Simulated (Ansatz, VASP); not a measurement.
Ta2AlN3: VASP beside Ansatz

File INCAR:

```
SYSTEM = Ta2AlN3
  ALGO = Normal
  EDIFF = 1E-6
  EDIFFG = -0.04
  ENCUT = 600
  GGA = PE
  IBRION = 2
  ISIF = 3
  ISMEAR = 0
  LASPH = .TRUE.
  LCHARG = .FALSE.
  LREAL = .FALSE.
  LWAVE = .FALSE.
  NELM = 100
  NSW = 90
  PREC = Accurate
  SIGMA = 0.1
```

KPOINTS

```
k-points
0
G
  6 6 6
  0 0 0
```

The input POSCAR:

```
Ta2AlN3
1.0
    5.4834595500      0.0000000000      0.0000000000
   -2.7417297700      4.7488152700      0.0000000000
    0.0000000000      0.0000000000      3.0718359700
Ta Al N
2 1 3
Direct
    0.3333333300      0.6666666700      0.5000000000
    0.6666666700      0.3333333300      0.5000000000
    0.0000000000      0.0000000000      0.0000000000
    0.5000000000      0.0000000000      0.0000000000
    0.5000000000      0.5000000000      0.0000000000
    0.0000000000      0.5000000000      0.0000000000
```

Input for Ansatz:

```yaml
crystal:
  lattice:
    - [5.48345955, 0.0, 0.0]
    - [-2.74172977, 4.74881527, 0.0]
    - [0.0, 0.0, 3.07183597]
  atoms:
    - { symbol: Ta, position: [0.33333333, 0.66666667, 0.5] }
    - { symbol: Ta, position: [0.66666667, 0.33333333, 0.5] }
    - { symbol: Al, position: [0.0, 0.0, 0.0] }
    - { symbol: "N", position: [0.5, 0.0, 0.0] }
    - { symbol: "N", position: [0.5, 0.5, 0.0] }
    - { symbol: "N", position: [0.0, 0.5, 0.0] }
basis:
  ecutwfc: 420
kpoints:
  mp_grid: { grid: [6, 6, 6] }
hamiltonian:
  xc: pbe
scf:
  occupations: { method: gaussian, width: 0.1 }
  lower_state_search: "off"
output:
  forces: true
  stress: true
  eigenvalues: true
relax:
  adjacent_minimum: "off"
  f_tol: 0.04
  max_steps: 70
  cell: { stress_tol: 0.4 }
```

Alike in both runs: task relaxation of cell and atoms; functional PBE; k mesh 6 × 6 × 6; occupations gaussian, width 0.1 eV; no spin polarisation.

|  | VASP | Ansatz |
| --- | --- | --- |
| version | VASP 6.6.1 | Ansatz 0.2.0 |
| potentials or method | VASP PAW PBE potentials, release 64 (Ta_pv, Al, N), cutoff 600 eV | scalar-relativistic, plane waves, PAW |
| valence electrons in the cell | 40 | 44 |

Ansatz gave:

* gap on the k mesh at the Fermi level, each at its own relaxed structure (eV): none
* relaxed volume (Å³/atom): 12.21
* relaxed cell length with the largest relative difference (Å): 5.452

Question: What did VASP give for the same quantities?

Answer: gap on the k mesh at the Fermi level, each at its own relaxed structure (eV): none; relaxed volume (Å³/atom): 12.23; relaxed cell length with the largest relative difference (Å): 5.457.

A gap of «none» marks a metal or a gap that the smearing closes. VASP's potentials hold 40 valence electrons a cell and Ansatz's 44, so a difference there can come from the potentials and not from the codes.

Neither program's run includes spin-orbit coupling.
